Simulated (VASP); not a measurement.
Wanted: the native input for a VASP 6.6.1 run.

```yaml
Task: single point
Functional: LDA
Potentials_or_basis: VASP PAW LDA potentials, release 64 (Zr_sv, H)
Cutoff: 520 eV
k_mesh: 10 × 10 × 10
Occupations: fermi-dirac, width 0.1 eV
Spin: no spin polarisation
Dipole_correction: no
Further_INCAR_settings: ALGO = Normal; EDIFF = 1e-06; NBANDS = 14
```

The structure of ZrH2 lies in POSCAR:

```
ZrH2
1.0
    0.0000000000      2.4718300801      2.4718300801
    2.4718300801      0.0000000000      2.4718300801
    2.4718300801      2.4718300801      0.0000000000
Zr H
1 2
Direct
    0.0000000000      0.0000000000      0.0000000000
    0.7500000000      0.7500000000      0.7500000000
    0.2500000000      0.2500000000      0.2500000000
```

The input as run:

INCAR

```
SYSTEM = ZrH2
PREC = Accurate ; ENCUT = 520
EDIFF = 1E-6 ; ISMEAR = -1
SIGMA = 0.1 ; LREAL = .FALSE.
LASPH = .TRUE. ; NELM = 80
ALGO = Normal ; ISIF = 2
LWAVE = .FALSE. ; LCHARG = .FALSE.
NBANDS = 14
```

KPOINTS

```
Automatic mesh
0
G
  10 10 10
  0 0 0
```

Potentials or basis: VASP PAW LDA potentials, release 64 (Zr_sv, H).

Launch:

```sh
$ cat potpaw_LDA.64/Zr_sv/POTCAR potpaw_LDA.64/H/POTCAR > POTCAR
$ mpirun -np 1 vasp_std > vasp.out
```

Results of the run:

```
Pressure               : -14.7 GPa
Band gap on the k mesh : zero (band 7 reaches 7.85 eV, above the bottom of band 8 at 7.10 eV)
```

It took 42 s on 1 thread of Intel Xeon 6975P-C (shared host), peak memory 0.15 GiB.
